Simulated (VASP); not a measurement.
Set up this calculation in VASP 6.6.1, as the native input.

```yaml
Task: single point
Functional: LDA
Potentials_or_basis: VASP PAW LDA potentials, release 64 (W_sv, S)
Cutoff: 520 eV
k_mesh: 6 × 6 × 2
Occupations: gaussian, width 0.01 eV
Spin: no spin polarisation
Dipole_correction: no
Further_INCAR_settings: ALGO = Normal; EDIFF = 1e-06; NBANDS = 35
```

The structure of WS2 (Tungstenite) lies in POSCAR:

```
WS2
1.0
    3.1893598752      0.0000000000      0.0000000000
   -1.5946799376      2.7620666737      0.0000000000
    0.0000000000      0.0000000000     12.0598410847
W S
2 4
Direct
    0.3333333333      0.6666666667      0.2500000000
    0.6666666667      0.3333333333      0.7500000000
    0.3333333333      0.6666666667      0.6223332738
    0.6666666667      0.3333333333      0.1223332738
    0.3333333333      0.6666666667      0.8776667262
    0.6666666667      0.3333333333      0.3776667262
```

This cell differs from its parent crystal: in-plane strain +0.02, then relaxed in part.

The input as run:

INCAR

```
PREC = Accurate
ENCUT = 520
EDIFF = 1E-6
ISMEAR = 0
SIGMA = 0.01
LREAL = F
LASPH = T
NELM = 60
ALGO = Normal
ISIF = 2
LWAVE = F
LCHARG = F
GGA = CA
NBANDS = 35
```

KPOINTS

```
regular mesh
0
Gamma
  6 6 2
```

Potentials or basis: VASP PAW LDA potentials, release 64 (W_sv, S).

The run is started by

```sh
$ cat potpaw_LDA.64/W_sv/POTCAR potpaw_LDA.64/S/POTCAR > POTCAR
$ mpirun -np 1 vasp_std > vasp.out
```

It gave:

- Pressure: -3.6 GPa
- Largest force: 0.045 eV/Å
- Band gap on the k mesh: 0.81 eV, indirect (least direct gap 1.62 eV)

Caveat: the cell differs from its parent crystal (in-plane strain +0.02, then relaxed in part); spin-orbit coupling is left out, which moves the levels of the heavy elements.

It took 34 s on 1 thread of Intel(R) Xeon(R) Platinum 8488C (Sapphire Rapids), on a shared host, peak memory 0.2 GiB.
